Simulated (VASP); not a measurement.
# Zr (Im-3m) in VASP: a series of runs

The runs below take Zr through single point, with LDA.

Program: VASP 6.6.1. These are calculated values, not measurements. Logs are shortened: lines on timing, memory, paths and dates and some standing lists are left out, and cuts for length are marked.

## 1. The cell of the first run

Symmetry: Im-3m, No. 229, cubic system. Conventional cell: a = 3.644 Å, b = 3.644 Å, c = 3.644 Å, α = 90.00°, β = 90.00°, γ = 90.00°. Within 4.2 Å of Zr (site symmetry m-3m) lie 14 Zr at 3.16 to 3.64 Å.

## 2. Single point, LDA

The input, INCAR:

```
ALGO = Normal
EDIFF = 1E-6
ENCUT = 500
GGA_COMPAT = F
ISIF = 2
ISMEAR = -1
LASPH = T
LCHARG = T
LELF = T
LREAL = F
LVHAR = T
LWAVE = F
NBANDS = 12
NELM = 120
PREC = Accurate
SIGMA = 0.05
```

The input, KPOINTS:

```
k-points
0
Gamma
  10 10 10
```

The input, POSCAR:

```
Zr
1.0
   -1.8219871043      1.8219871043      1.8219871043
    1.8219871043     -1.8219871043      1.8219871043
    1.8219871043      1.8219871043     -1.8219871043
Zr
1
Direct
    0.0000000000      0.0000000000      0.0000000000
```

Potentials or basis: VASP PAW LDA potentials, release 64 (Zr_sv).

On the command line:

```
> cat potpaw_LDA.64/Zr_sv/POTCAR > POTCAR
> mpirun -np 1 vasp_std > vasp.out
```

OUTCAR:

```text
EDIFF = 1E-6
   ENCUT = 500
   ISIF = 2
   ISMEAR = -1
   LASPH = T
   LREAL = F
   NELM = 120
   PREC = Accurate

 ion  position               nearest neighbor table
   1  0.000  0.000  0.000-

  LATTYP: Found a body centered cubic cell.
 ALAT       =     3.6439742086

  Lattice vectors:

 A1 = (  -1.8219871043,   1.8219871043,   1.8219871043)
 A2 = (   1.8219871043,  -1.8219871043,   1.8219871043)
 A3 = (   1.8219871043,   1.8219871043,  -1.8219871043)

Analysis of symmetry for initial positions (statically):
=====================================================================
 Subroutine PRICEL returns:
 Original cell was already a primitive cell.

 Routine SETGRP: Setting up the symmetry group for a
 body centered cubic supercell.

 Subroutine GETGRP returns: Found 48 space group operations
 (whereof 48 operations were pure point group operations)
 out of a pool of 48 trial point group operations.

The static configuration has the point symmetry O_h .

Analysis of symmetry for dynamics (positions and initial velocities):
=====================================================================
 Subroutine PRICEL returns:
 Original cell was already a primitive cell.

 Routine SETGRP: Setting up the symmetry group for a
 body centered cubic supercell.

 Subroutine GETGRP returns: Found 48 space group operations
 (whereof 48 operations were pure point group operations)
 out of a pool of 48 trial point group operations.

The dynamic configuration has the point symmetry O_h .

 Subroutine INISYM returns: Found 48 space group operations
 (whereof 48 operations are pure point group operations),
 and found     1 'primitive' translations

----------------------------------------------------------------------------------------

                                     Primitive cell

  volume of cell :      24.1933

  direct lattice vectors                    reciprocal lattice vectors
    -1.821987104  1.821987104  1.821987104     0.000000000  0.274425653  0.274425653
     1.821987104 -1.821987104  1.821987104     0.274425653  0.000000000  0.274425653
     1.821987104  1.821987104 -1.821987104     0.274425653  0.274425653  0.000000000

  length of vectors
     3.155774235  3.155774235  3.155774235     0.388096480  0.388096480  0.388096480

  position of ions in fractional coordinates (direct lattice)
     0.000000000  0.000000000  0.000000000

  ion indices of the primitive-cell ions
   primitive index   ion index
                 1           1

[... 71 lines left out ...]
   EDIFF  = 0.1E-05   stopping-criterion for ELM
   LREAL  =      F    real-space projection
   EDIFFG = 0.1E-04   stopping-criterion for IOM
   NSW    =      0    number of steps for IOM
   IBRION =     -1    ionic relax: 0-MD 1-quasi-New 2-CG
   NFREE  =      0    steps in history (QN), initial steepest desc. (CG)
   ISIF   =      2    stress and relaxation
   ISYM   =      2    0-nonsym 1-usesym 2-fastsym
   POTIM  = 0.5000    time-step for ionic-motion
   TEBEG  =    0.0;   TEEND  =   0.0 temperature during run
   PSTRESS=    0.0 pullay stress
   NELECT =      12.0000    total number of electrons
   NUPDOWN=      -1.0000    fix difference up-down
   EMIN   =  10.00;   EMAX   =-10.00  energy-range for DOS
   EFERMI =   0.00;   METHOD = LEGACY
   ISMEAR =    -1;   SIGMA  =   0.05  broadening in eV -4-tet -1-fermi 0-gaus
   EFERMI_NEDOS =   21; number of points for ismear=-14 and -15
   IALGO  =     38    algorithm
   IMIX   =      4    mixing-type and parameters
     AMIX     =   0.40;   BMIX     =  1.00
     AMIX_MAG =   1.60;   BMIX_MAG =  1.00
  volume/ion in A,a.u.               =      24.19       163.26
  Fermi-wavevector in a.u.,A,eV,Ry     =   1.295895  2.448887 22.848875  1.679345
  Thomas-Fermi vector in A             =   2.427386
   LORBIT       =      0    0 simple, 1 ext, 2 COOP (PROOUT), +10 PAW based schemes
   GGA     = CA    functional components
   LHFCALC =     F    Hartree Fock is set to
   AEXX    =    0.0000 exact exchange contribution
   IVDW    =     0    specifies the selected vdW correction
   LEPSILON=     F    determine dielectric tensor
   LRPA    =     F    only Hartree local field effects (RPA)
 non-spin polarized calculation
  energy-cutoff  :      500.00
  volume of cell :       24.19
 maximum number of plane-waves:       629
   NGX = 11   NGY = 11   NGZ = 11

 number of electron      12.0000000 magnetization

 Free energy of the ion-electron system (eV)
  ---------------------------------------------------
  ext. energy  EPLUGINS =         0.00000000
  ---------------------------------------------------
  free energy    TOTEN  =        -9.14498985 eV

  energy without entropy =       -9.12873136  energy(sigma->0) =       -9.13686061

 E-fermi :   8.1352     XC(G=0): -11.1151

 val. band max:        8.0954323252   @ k =   0.2000   0.2000   0.0000
 cond. band min:       8.1783483979   @ k =   0.2000   0.1000  -0.0000
 fundamental gap:      0.0829160727
 Fermi energy:         8.1351806744

 k-point     1 :       0.0000    0.0000    0.0000
  band No.  band energies     occupation
      1     -40.1951      2.00000
      2     -17.8949      2.00000
      3     -17.8949      2.00000
      4     -17.8949      2.00000
      5       2.8147      2.00000
      6       9.1559      0.00000
      7       9.1559      0.00000
      8       9.1559      0.00000
      9      11.5398      0.00000
     10      11.5398      0.00000
     11      20.3988      0.00000
     12      20.3988      0.00000
[... 331 lines left out ...]
 k-point    24 :      -0.3000    0.3000    0.1000
  band No.  band energies     occupation
      1     -40.0987      2.00000
      2     -18.4639      2.00000
      3     -18.1091      2.00000
      4     -17.9633      2.00000
      5       5.2355      2.00000
      6       8.2594      0.15393
      7       8.2882      0.08953
      8      10.4888      0.00000
      9      11.6498      0.00000
     10      12.2329      0.00000
     11      19.6919      0.00000
     12      21.2721      0.00000

 [... further k-points ...]
[... 5 lines left out ...]
  --------------------------------------------------------------------------------------
  -------------------------------------------------------------------------------------
  Total       -1.6533061     -1.6533061     -1.6533061      0.0000000     -0.0000000      0.0000000
  in kB     -109.4883645   -109.4883645   -109.4883645      0.0000000     -0.0000000      0.0000000
  external PRESSURE =    -109.4883645 kB  Pullay stress =       0.0000000 kB

 VOLUME and BASIS-vectors are now :
 -----------------------------------------------------------------------------
  energy-cutoff  :      500.00
  volume of cell :       24.19
      direct lattice vectors                 reciprocal lattice vectors
    -1.821987104  1.821987104  1.821987104     0.000000000  0.274425653  0.274425653
     1.821987104 -1.821987104  1.821987104     0.274425653  0.000000000  0.274425653
     1.821987104  1.821987104 -1.821987104     0.274425653  0.274425653  0.000000000

 POSITION                                       TOTAL-FORCE (eV/Angst)
 -----------------------------------------------------------------------------------
      0.00000      0.00000      0.00000         0.000000     -0.000000     -0.000000
 -----------------------------------------------------------------------------------
    total drift:                                0.000000      0.000000     -0.000000

  FREE ENERGIE OF THE ION-ELECTRON SYSTEM (eV)
  ---------------------------------------------------
  free  energy   TOTEN  =        -9.1449898545 eV

  energy  without entropy=       -9.1287313613  energy(sigma->0) =       -9.13686061
```

OSZICAR:

```text
N       E                     dE             d eps       ncg     rms          rms(c)
DAV:   1     0.813948529265E+02    0.81395E+02   -0.67049E+03  1128   0.957E+02
DAV:   2    -0.662319880531E+01   -0.88018E+02   -0.85462E+02  1308   0.263E+02
DAV:   3    -0.945680491764E+01   -0.28336E+01   -0.27860E+01  1664   0.395E+01
DAV:   4    -0.953235134870E+01   -0.75546E-01   -0.75514E-01  1328   0.595E+00
DAV:   5    -0.953404944836E+01   -0.16981E-02   -0.16981E-02  1592   0.686E-01    0.950E+00
DAV:   6    -0.920505682827E+01    0.32899E+00   -0.41319E-01  1252   0.562E+00    0.364E+00
DAV:   7    -0.914415585419E+01    0.60901E-01   -0.18363E-01  1344   0.345E+00    0.609E-01
DAV:   8    -0.914498859212E+01   -0.83274E-03   -0.95164E-03  1344   0.111E+00    0.121E-01
DAV:   9    -0.914499747117E+01   -0.88790E-05   -0.37434E-04  1432   0.179E-01    0.195E-02
DAV:  10    -0.914499008222E+01    0.73889E-05   -0.22091E-05  1344   0.449E-02    0.113E-02
DAV:  11    -0.914498985453E+01    0.22769E-06   -0.15147E-06  1248   0.106E-02
   1 F= -.91449899E+01 E0= -.91368606E+01  d E =-.162585E-01
```

It used 6 s of CPU time on 1 thread of Intel Xeon 6455B (shared host).

Results:

```
Free energy            : -9.1450 eV
Pressure               : -10.9 GPa
Band gap on the k mesh : zero (band 6 reaches 9.16 eV, above the bottom of band 7 at 7.43 eV)
```

## 3. Single point, LDA

This run uses another cell than the first one, of 24.67 Å³/atom, 1.020 times its volume.

The input, INCAR:

```
ALGO     = Normal         # electronic algorithm
EDIFF    = 1E-6           # SCF threshold, eV
ENCUT    = 500            # plane-wave cutoff, eV
GGA      = CA             # functional
GGA_COMPAT= F            
ISIF     = 2              # what is computed and relaxed
ISMEAR   = -1             # smearing method
LASPH    = T              # aspherical terms in the spheres
LCHARG   = F              # write CHGCAR
LREAL    = F              # projectors in reciprocal space
LWAVE    = F              # write WAVECAR
NBANDS   = 12             # bands
NELM     = 120            # most SCF steps
PREC     = Accurate       # precision mode
SIGMA    = 0.05           # smearing width, eV
```

KPOINTS is that of step 2.

The input, POSCAR:

```
Zr
1.0
   -1.8338185209      1.8338185209      1.8338185209
    1.8338185209     -1.8338185209      1.8338185209
    1.8338185209      1.8338185209     -1.8338185209
Zr
1
Direct
    0.0000000000      0.0000000000      0.0000000000
```

Potentials or basis: VASP PAW LDA potentials, release 64 (Zr_sv).

On the command line:

```
> cat potpaw_LDA.64/Zr_sv/POTCAR > POTCAR
> mpirun -np 1 vasp_std > vasp.out
```

OUTCAR:

```text
EDIFF = 1E-6
   ENCUT = 500
   GGA = CA
   ISIF = 2
   ISMEAR = -1
   LASPH = T
   LREAL = F
   NELM = 120
   PREC = Accurate

 ion  position               nearest neighbor table
   1  0.000  0.000  0.000-

  LATTYP: Found a body centered cubic cell.
 ALAT       =     3.6676370418

  Lattice vectors:

 A1 = (  -1.8338185209,   1.8338185209,   1.8338185209)
 A2 = (   1.8338185209,  -1.8338185209,   1.8338185209)
 A3 = (   1.8338185209,   1.8338185209,  -1.8338185209)

Analysis of symmetry for initial positions (statically):
=====================================================================
 Subroutine PRICEL returns:
 Original cell was already a primitive cell.

 Routine SETGRP: Setting up the symmetry group for a
 body centered cubic supercell.

 Subroutine GETGRP returns: Found 48 space group operations
 (whereof 48 operations were pure point group operations)
 out of a pool of 48 trial point group operations.

The static configuration has the point symmetry O_h .

Analysis of symmetry for dynamics (positions and initial velocities):
=====================================================================
 Subroutine PRICEL returns:
 Original cell was already a primitive cell.

 Routine SETGRP: Setting up the symmetry group for a
 body centered cubic supercell.

 Subroutine GETGRP returns: Found 48 space group operations
 (whereof 48 operations were pure point group operations)
 out of a pool of 48 trial point group operations.

The dynamic configuration has the point symmetry O_h .

 Subroutine INISYM returns: Found 48 space group operations
 (whereof 48 operations are pure point group operations),
 and found     1 'primitive' translations

----------------------------------------------------------------------------------------

                                     Primitive cell

  volume of cell :      24.6677

[... 105 lines left out ...]
     AMIX     =   0.40;   BMIX     =  1.00
     AMIX_MAG =   1.60;   BMIX_MAG =  1.00
  volume/ion in A,a.u.               =      24.67       166.47
  Fermi-wavevector in a.u.,A,eV,Ry     =   1.287535  2.433088 22.554993  1.657745
  Thomas-Fermi vector in A             =   2.419543
   LORBIT       =      0    0 simple, 1 ext, 2 COOP (PROOUT), +10 PAW based schemes
   GGA     = CA    functional components
   LHFCALC =     F    Hartree Fock is set to
   AEXX    =    0.0000 exact exchange contribution
   IVDW    =     0    specifies the selected vdW correction
   LEPSILON=     F    determine dielectric tensor
   LRPA    =     F    only Hartree local field effects (RPA)
 non-spin polarized calculation
  energy-cutoff  :      500.00
  volume of cell :       24.67
 maximum number of plane-waves:       642
   NGX = 11   NGY = 11   NGZ = 11

 number of electron      12.0000000 magnetization

 Free energy of the ion-electron system (eV)
  ---------------------------------------------------
  ext. energy  EPLUGINS =         0.00000000
  ---------------------------------------------------
  free energy    TOTEN  =        -9.11102325 eV

  energy without entropy =       -9.09444731  energy(sigma->0) =       -9.10273528

 E-fermi :   7.9265     XC(G=0): -11.0288

 val. band max:        7.8941342125   @ k =   0.2000   0.2000   0.0000
 cond. band min:       7.9534766543   @ k =   0.3000   0.2000   0.1000
 fundamental gap:      0.0593424419
 Fermi energy:         7.9264612643

 k-point     1 :       0.0000    0.0000    0.0000
  band No.  band energies     occupation
      1     -40.4452      2.00000
      2     -18.1684      2.00000
      3     -18.1684      2.00000
      4     -18.1684      2.00000
      5       2.6443      2.00000
      6       8.9367      0.00000
      7       8.9367      0.00000
      8       8.9367      0.00000
      9      11.2695      0.00000
     10      11.2695      0.00000
     11      20.1289      0.00000
     12      20.1289      0.00000
[... 331 lines left out ...]
 k-point    24 :      -0.3000    0.3000    0.1000
  band No.  band energies     occupation
      1     -40.3563      2.00000
      2     -18.7021      2.00000
      3     -18.3701      2.00000
      4     -18.2324      2.00000
      5       5.0382      2.00000
      6       8.0635      0.12129
      7       8.0842      0.08187
      8      10.2429      0.00000
      9      11.3696      0.00000
     10      11.9352      0.00000
     11      19.3405      0.00000
     12      20.8626      0.00000

 [... further k-points ...]
[... 5 lines left out ...]
  --------------------------------------------------------------------------------------
  -------------------------------------------------------------------------------------
  Total       -1.8547751     -1.8547751     -1.8547751      0.0000000     -0.0000000      0.0000000
  in kB     -120.4683003   -120.4683003   -120.4683003      0.0000000     -0.0000000      0.0000000
  external PRESSURE =    -120.4683003 kB  Pullay stress =       0.0000000 kB

 VOLUME and BASIS-vectors are now :
 -----------------------------------------------------------------------------
  energy-cutoff  :      500.00
  volume of cell :       24.67
      direct lattice vectors                 reciprocal lattice vectors
    -1.833818521  1.833818521  1.833818521     0.000000000  0.272655115  0.272655115
     1.833818521 -1.833818521  1.833818521     0.272655115  0.000000000  0.272655115
     1.833818521  1.833818521 -1.833818521     0.272655115  0.272655115  0.000000000

 POSITION                                       TOTAL-FORCE (eV/Angst)
 -----------------------------------------------------------------------------------
      0.00000      0.00000      0.00000        -0.000000      0.000000     -0.000000
 -----------------------------------------------------------------------------------
    total drift:                                0.000000      0.000000      0.000000

  FREE ENERGIE OF THE ION-ELECTRON SYSTEM (eV)
  ---------------------------------------------------
  free  energy   TOTEN  =        -9.1110232460 eV

  energy  without entropy=       -9.0944473097  energy(sigma->0) =       -9.10273528
```

OSZICAR:

```text
N       E                     dE             d eps       ncg     rms          rms(c)
DAV:   1     0.826166703182E+02    0.82617E+02   -0.67494E+03  1128   0.960E+02
DAV:   2    -0.651564955178E+01   -0.89132E+02   -0.86488E+02  1308   0.264E+02
DAV:   3    -0.945649986561E+01   -0.29409E+01   -0.29016E+01  1692   0.409E+01
DAV:   4    -0.951472074362E+01   -0.58221E-01   -0.58186E-01  1308   0.535E+00
DAV:   5    -0.951558359767E+01   -0.86285E-03   -0.86283E-03  1636   0.505E-01    0.915E+00
DAV:   6    -0.917375385291E+01    0.34183E+00   -0.42608E-01  1244   0.568E+00    0.346E+00
DAV:   7    -0.911033665958E+01    0.63417E-01   -0.18710E-01  1344   0.346E+00    0.609E-01
DAV:   8    -0.911102542830E+01   -0.68877E-03   -0.96894E-03  1340   0.112E+00    0.122E-01
DAV:   9    -0.911103120773E+01   -0.57794E-05   -0.39021E-04  1432   0.182E-01    0.199E-02
DAV:  10    -0.911102349215E+01    0.77156E-05   -0.22011E-05  1328   0.441E-02    0.104E-02
DAV:  11    -0.911102324598E+01    0.24617E-06   -0.13131E-06  1176   0.970E-03
   1 F= -.91110232E+01 E0= -.91027353E+01  d E =-.165759E-01
```

It used 5.9 s of CPU time on 1 thread of Intel Xeon 6455B, with other jobs on the host.

Results:

```
Free energy            : -9.1110 eV
Pressure               : -12.0 GPa
Band gap on the k mesh : zero (band 6 reaches 8.94 eV, above the bottom of band 7 at 7.21 eV)
```
